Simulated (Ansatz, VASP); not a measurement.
# C in VASP and in Ansatz

```
C
1.0
    -1.33284    1.89676    3.04943
     1.33284   -1.89676    3.04943
     1.33284    1.89676   -3.04943
C
4
Direct
  0.92145 0.74812 0.17333
  0.57478 0.74812 0.82667
  0.96718 0.96718 0.00000
  0.11398 0.61398 0.50000
```

Alike in both runs: functional PBE; k mesh 20 × 20 × 20; occupations gaussian, width 0.1 eV; no spin polarisation.

Ansatz relaxed the structure, and its values are those at the end. VASP's run is a single point on that final structure, the one shown.

```csv
,VASP,Ansatz
version,VASP 6.6.1,Ansatz 0.2.0
potentials or method,"VASP PAW PBE potentials, release 64 (C), cutoff 520 eV","scalar-relativistic, plane waves, PAW"
valence electrons in the cell,16,16
```

|  | VASP | Ansatz | Ansatz less VASP |
| --- | --- | --- | --- |
| gap on the k mesh at the Fermi level (eV) | none | none | - |
| pressure (GPa) | 0.4 | 0.0 | -0.45 |
| rms of the force components (eV/Å) | 0.047 | 0.001 | -0.0465 |

A gap of «none» marks a metal or a gap that the smearing closes. The functional is the same, so the differences come from potentials, cutoffs and numerics.
